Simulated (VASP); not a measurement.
# Ta (Im-3m) in VASP: notebook

Runs on Ta. Level: LDA. Tasks: single point.

Everything below comes from runs of VASP 6.6.1. Logs are shortened: lines on timing, memory, paths and dates and some standing lists are left out, and cuts for length are marked.

### 1 The cell of the first run

The structure is cubic, space group Im-3m (No. 229). The conventional cell has a = 3.302 Å, b = 3.302 Å, c = 3.302 Å, α = 90.00°, β = 90.00°, γ = 90.00°. Ta (site symmetry m-3m) has 14 Ta at 2.86 to 3.30 Å within 3.8 Å.

### 2 Single point, LDA (18.00 Å³/atom)

The input, INCAR:

```
ALGO = Normal ; EDIFF = 1E-6
ENCUT = 520 ; GGA = CA
ISIF = 2 ; ISMEAR = 0
LASPH = T ; LCHARG = F
LREAL = F ; LWAVE = F
NBANDS = 12 ; NELM = 60
PREC = Accurate ; SIGMA = 0.05
```

The input, KPOINTS:

```
k-points
0
Gamma
  22 22 22
```

The input, POSCAR:

```
Ta
1.0
   -1.6510000000      1.6510000000      1.6510000000
    1.6510000000     -1.6510000000      1.6510000000
    1.6510000000      1.6510000000     -1.6510000000
Ta
1
Direct
    0.0000000000      0.0000000000      0.0000000000
```

Potentials or basis: VASP PAW LDA potentials, release 64 (Ta_pv).

Launch:

```
cat potpaw_LDA.64/Ta_pv/POTCAR > POTCAR
mpirun -np 1 vasp_std > vasp.out
```

OUTCAR:

```text
EDIFF = 1E-6
   ENCUT = 520
   GGA = CA
   ISIF = 2
   ISMEAR = 0
   LASPH = T
   LREAL = F
   NELM = 60
   PREC = Accurate

 ion  position               nearest neighbor table
   1  0.000  0.000  0.000-

  LATTYP: Found a body centered cubic cell.
 ALAT       =     3.3020000000

  Lattice vectors:

 A1 = (  -1.6510000000,   1.6510000000,   1.6510000000)
 A2 = (   1.6510000000,  -1.6510000000,   1.6510000000)
 A3 = (   1.6510000000,   1.6510000000,  -1.6510000000)

Analysis of symmetry for initial positions (statically):
=====================================================================
 Subroutine PRICEL returns:
 Original cell was already a primitive cell.

 Routine SETGRP: Setting up the symmetry group for a
 body centered cubic supercell.

 Subroutine GETGRP returns: Found 48 space group operations
 (whereof 48 operations were pure point group operations)
 out of a pool of 48 trial point group operations.

The static configuration has the point symmetry O_h .

Analysis of symmetry for dynamics (positions and initial velocities):
=====================================================================
 Subroutine PRICEL returns:
 Original cell was already a primitive cell.

 Routine SETGRP: Setting up the symmetry group for a
 body centered cubic supercell.

 Subroutine GETGRP returns: Found 48 space group operations
 (whereof 48 operations were pure point group operations)
 out of a pool of 48 trial point group operations.

The dynamic configuration has the point symmetry O_h .

 Subroutine INISYM returns: Found 48 space group operations
 (whereof 48 operations are pure point group operations),
 and found     1 'primitive' translations

----------------------------------------------------------------------------------------

                                     Primitive cell

  volume of cell :      18.0012

  direct lattice vectors                    reciprocal lattice vectors
    -1.651000000  1.651000000  1.651000000     0.000000000  0.302846760  0.302846760
     1.651000000 -1.651000000  1.651000000     0.302846760  0.000000000  0.302846760
     1.651000000  1.651000000 -1.651000000     0.302846760  0.302846760  0.000000000

  length of vectors
     2.859615883  2.859615883  2.859615883     0.428289995  0.428289995  0.428289995

  position of ions in fractional coordinates (direct lattice)
     0.000000000  0.000000000  0.000000000

  ion indices of the primitive-cell ions
[... 75 lines left out ...]
   LREAL  =      F    real-space projection
   EDIFFG = 0.1E-04   stopping-criterion for IOM
   NSW    =      0    number of steps for IOM
   IBRION =     -1    ionic relax: 0-MD 1-quasi-New 2-CG
   NFREE  =      0    steps in history (QN), initial steepest desc. (CG)
   ISIF   =      2    stress and relaxation
   ISYM   =      2    0-nonsym 1-usesym 2-fastsym
   POTIM  = 0.5000    time-step for ionic-motion
   TEBEG  =    0.0;   TEEND  =   0.0 temperature during run
   PSTRESS=    0.0 pullay stress
   NELECT =      11.0000    total number of electrons
   NUPDOWN=      -1.0000    fix difference up-down
   EMIN   =  10.00;   EMAX   =-10.00  energy-range for DOS
   EFERMI =   0.00;   METHOD = LEGACY
   ISMEAR =     0;   SIGMA  =   0.05  broadening in eV -4-tet -1-fermi 0-gaus
   EFERMI_NEDOS =   21; number of points for ismear=-14 and -15
   IALGO  =     38    algorithm
   IMIX   =      4    mixing-type and parameters
     AMIX     =   0.40;   BMIX     =  1.00
     AMIX_MAG =   1.60;   BMIX_MAG =  1.00
  volume/ion in A,a.u.               =      18.00       121.48
  Fermi-wavevector in a.u.,A,eV,Ry     =   1.389223  2.625251 26.258438  1.929941
  Thomas-Fermi vector in A             =   2.513274
   LORBIT       =      0    0 simple, 1 ext, 2 COOP (PROOUT), +10 PAW based schemes
   GGA     = CA    functional components
   LHFCALC =     F    Hartree Fock is set to
   AEXX    =    0.0000 exact exchange contribution
   IVDW    =     0    specifies the selected vdW correction
   LEPSILON=     F    determine dielectric tensor
   LRPA    =     F    only Hartree local field effects (RPA)
 non-spin polarized calculation
 Gauss-broadening in eV      SIGMA  =   0.05
  energy-cutoff  :      520.00
  volume of cell :       18.00
 maximum number of plane-waves:       496
 NGX is ok and might be reduce to    24
   NGX = 11   NGY = 11   NGZ = 11

 number of electron      11.0000002 magnetization

 Free energy of the ion-electron system (eV)
  ---------------------------------------------------
  ext. energy  EPLUGINS =         0.00000000
  ---------------------------------------------------
  free energy    TOTEN  =       -12.80906238 eV

  energy without entropy =      -12.80730172  energy(sigma->0) =      -12.80818205

 E-fermi :   5.4004     XC(G=0): -12.7988

 val. band max:        5.3953540990   @ k =   0.2273   0.0000   0.0000
 cond. band min:       5.4014138129   @ k =  -0.2273   0.2273   0.0455
 fundamental gap:      0.0060597139
 Fermi energy:         5.4004091050

 k-point     1 :       0.0000    0.0000    0.0000
  band No.  band energies     occupation
      1     -27.4932      2.00000
      2     -27.4932      2.00000
      3     -27.4932      2.00000
      4      -2.4405      2.00000
      5       6.0744      0.00000
      6       6.0744      0.00000
      7       6.0744      0.00000
      8       9.3334      0.00000
      9       9.3334      0.00000
     10      19.0944      0.00000
     11      20.4833      0.00000
     12      20.4833      0.00000
[... 331 lines left out ...]
 k-point    24 :       0.1364    0.0909   -0.0000
  band No.  band energies     occupation
      1     -27.9194      2.00000
      2     -27.6048      2.00000
      3     -27.5263      2.00000
      4      -0.8394      2.00000
      5       5.2622      1.99991
      6       5.4024      0.95608
      7       7.8376      0.00000
      8       8.4100      0.00000
      9       9.5942      0.00000
     10      19.0930      0.00000
     11      21.6111      0.00000
     12      22.4578      0.00000

 [... further k-points ...]
[... 5 lines left out ...]
  --------------------------------------------------------------------------------------
  -------------------------------------------------------------------------------------
  Total       -0.9319950     -0.9319950     -0.9319950      0.0000000      0.0000000      0.0000000
  in kB      -82.9512495    -82.9512495    -82.9512495      0.0000000      0.0000000      0.0000000
  external PRESSURE =     -82.9512495 kB  Pullay stress =       0.0000000 kB

 VOLUME and BASIS-vectors are now :
 -----------------------------------------------------------------------------
  energy-cutoff  :      520.00
  volume of cell :       18.00
      direct lattice vectors                 reciprocal lattice vectors
    -1.651000000  1.651000000  1.651000000     0.000000000  0.302846760  0.302846760
     1.651000000 -1.651000000  1.651000000     0.302846760  0.000000000  0.302846760
     1.651000000  1.651000000 -1.651000000     0.302846760  0.302846760  0.000000000

 POSITION                                       TOTAL-FORCE (eV/Angst)
 -----------------------------------------------------------------------------------
      0.00000      0.00000      0.00000         0.000000     -0.000000      0.000000
 -----------------------------------------------------------------------------------
    total drift:                                0.000000      0.000000     -0.000000

  FREE ENERGIE OF THE ION-ELECTRON SYSTEM (eV)
  ---------------------------------------------------
  free  energy   TOTEN  =       -12.8090623756 eV

  energy  without entropy=      -12.8073017160  energy(sigma->0) =      -12.80818205
```

OSZICAR:

```text
N       E                     dE             d eps       ncg     rms          rms(c)
DAV:   1     0.586094823424E+02    0.58609E+02   -0.61226E+03  7944   0.876E+02
DAV:   2    -0.123182555761E+02   -0.70928E+02   -0.69148E+02  8916   0.241E+02
DAV:   3    -0.133064587744E+02   -0.98820E+00   -0.97783E+00  9216   0.268E+01
DAV:   4    -0.133091379878E+02   -0.26792E-02   -0.26790E-02  8776   0.155E+00
DAV:   5    -0.133091463528E+02   -0.83651E-05   -0.83651E-05  9296   0.831E-02    0.134E+01
DAV:   6    -0.129223133007E+02    0.38683E+00   -0.31190E-01  9072   0.569E+00    0.638E+00
DAV:   7    -0.128112434092E+02    0.11107E+00   -0.24348E-01  9060   0.464E+00    0.355E-01
DAV:   8    -0.128091137795E+02    0.21296E-02   -0.40532E-03  8312   0.698E-01    0.114E-01
DAV:   9    -0.128090634534E+02    0.50326E-04   -0.11844E-04  9104   0.112E-01    0.238E-02
DAV:  10    -0.128090624197E+02    0.10337E-05   -0.51434E-06  8564   0.238E-02    0.403E-03
DAV:  11    -0.128090623756E+02    0.44036E-07   -0.16400E-07  4504   0.446E-03
   1 F= -.12809062E+02 E0= -.12808182E+02  d E =-.176066E-02
```

stdout:

```text
POSCAR found type information on POSCAR Ta
 POSCAR found :  1 types and       1 ions
 scaLAPACK will be used
 LDA part: xc-table for (Slater(with rela. corr.)+CA(PZ))
 , standard interpolation
 POSCAR, INCAR and KPOINTS ok, starting setup
 FFT: planning ... GRIDC
 FFT: planning ... GRID_SOFT
 FFT: planning ... GRID
 WAVECAR not read
 entering main loop
```

Run time: 26 s. Hardware: 1 thread of Intel Xeon Platinum 8559C (Emerald Rapids), shared host; peak memory 0.18 GiB.

Results:

* Free energy: -12.8091 eV
* Pressure: -8.3 GPa
* Band gap on the k mesh: zero (an odd number of electrons rules out a gap without spin polarisation)

Levels at points of the mesh, in eV from the Fermi level:
| k point | band 4 | band 5 | band 6 | band 7 | band 8 | band 9 |
| --- | --- | --- | --- | --- | --- | --- |
| (0.00, 0.00, 0.00) | -7.84 | 0.67 | 0.67 | 0.67 | 3.93 | 3.93 |
| (0.50, 0.00, 0.00) | -4.37 | -1.58 | 1.74 | 3.81 | 4.83 | 7.76 |
| (0.50, 0.50, 0.50) | -3.82 | -3.82 | 6.79 | 6.79 | 6.79 | 8.76 |

Caveat: the cell stands under tension; spin-orbit coupling is left out, which moves the levels of the heavy elements.

### 3 Single point, LDA (18.54 Å³/atom)

This run uses another cell than the first one, of 18.54 Å³/atom.

The input, INCAR:

```
SYSTEM = Ta
ALGO = Fast
EDIFF = 1E-6
ENCUT = 520
ISIF = 2
ISMEAR = 0
LASPH = .True.
LCHARG = .False.
LREAL = .False.
LWAVE = .False.
NBANDS = 12
NELM = 60
PREC = Accurate
SIGMA = 0.05
```

The input, KPOINTS:

```
k-points
0
Gamma
  22 22 22
  0 0 0
```

The input, POSCAR:

```
Ta
1.0
   -1.6673475978      1.6673475978      1.6673475978
    1.6673475978     -1.6673475978      1.6673475978
    1.6673475978      1.6673475978     -1.6673475978
Ta
1
Direct
    0.0000000000      0.0000000000      0.0000000000
```

Potentials or basis: VASP PAW LDA potentials, release 64 (Ta_pv).

Launch:

```
cat potpaw_LDA.64/Ta_pv/POTCAR > POTCAR
mpirun -np 1 vasp_std > vasp.out
```

It took 32 s on 1 thread of Intel Xeon Platinum 8559C (Emerald Rapids), shared host; peak memory 0.19 GiB.

Results (log left out):

```
Free energy            : -12.7724 eV
Pressure               : -13.4 GPa
Band gap on the k mesh : zero (an odd number of electrons rules out a gap without spin polarisation)
```

Levels at points of the mesh, in eV from the Fermi level:
```csv
k point,band 4,band 5,band 6,band 7,band 8,band 9
"(0.00, 0.00, 0.00)",-7.73,0.67,0.67,0.67,3.82,3.82
"(0.50, 0.00, 0.00)",-4.24,-1.50,1.61,3.69,4.67,7.47
"(0.50, 0.50, 0.50)",-3.65,-3.65,6.55,6.55,6.55,8.49
```

Caveat: the cell stands under tension; spin-orbit coupling is left out, which moves the levels of the heavy elements.
